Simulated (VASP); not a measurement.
Write the native input for VASP 6.6.1 that does the following.

- Task: single point
- Functional: LDA
- Potentials or basis: VASP PAW LDA potentials, release 64 (Ta_pv, N)
- Cutoff: 520 eV
- k mesh: 18 × 18 × 10
- Occupations: gaussian, width 0.15 eV
- Spin: no spin polarisation
- Dipole correction: no
- Further INCAR settings: ALGO = Normal; EDIFF = 1e-06; NBANDS = 20

The structure of Ta2N lies in POSCAR:

```
Ta2N
1.0
    3.1997046047      0.0000000000      0.0000000000
   -1.5998523024      2.7710254722      0.0000000000
    0.0000000000      0.0000000000      4.6171737445
Ta N
2 1
Direct
    0.6666666667      0.3333333333      0.7466885012
    0.3333333333      0.6666666667      0.2533114988
    0.0000000000      0.0000000000      0.0000000000
```

One way to write it, as run:

INCAR

```
PREC = Accurate
ENCUT = 520
EDIFF = 1E-6
ISMEAR = 0
SIGMA = 0.15
LREAL = False
LASPH = True
NELM = 60
ALGO = Normal
ISIF = 2
LWAVE = False
LCHARG = True
LELF = True
LVHAR = True
NBANDS = 20
```

KPOINTS

```
Automatic mesh
0
Gamma
  18 18 10
```

Potentials or basis: VASP PAW LDA potentials, release 64 (Ta_pv, N).

The run is started by

```sh
$ cat potpaw_LDA.64/Ta_pv/POTCAR potpaw_LDA.64/N/POTCAR > POTCAR
$ mpirun -np 1 vasp_std > vasp.out
```

Results of the run:

```
Pressure               : -12.6 GPa
Largest force          : 0.793 eV/Å
Band gap on the k mesh : zero (an odd number of electrons rules out a gap without spin polarisation)
```

Caveat: the cell stands under tension; spin-orbit coupling is left out, which moves the levels of the heavy elements.

Run time: 2.6 min on 1 thread of Intel(R) Xeon(R) Platinum 8488C (Sapphire Rapids) (shared host), peak memory 0.33 GiB.
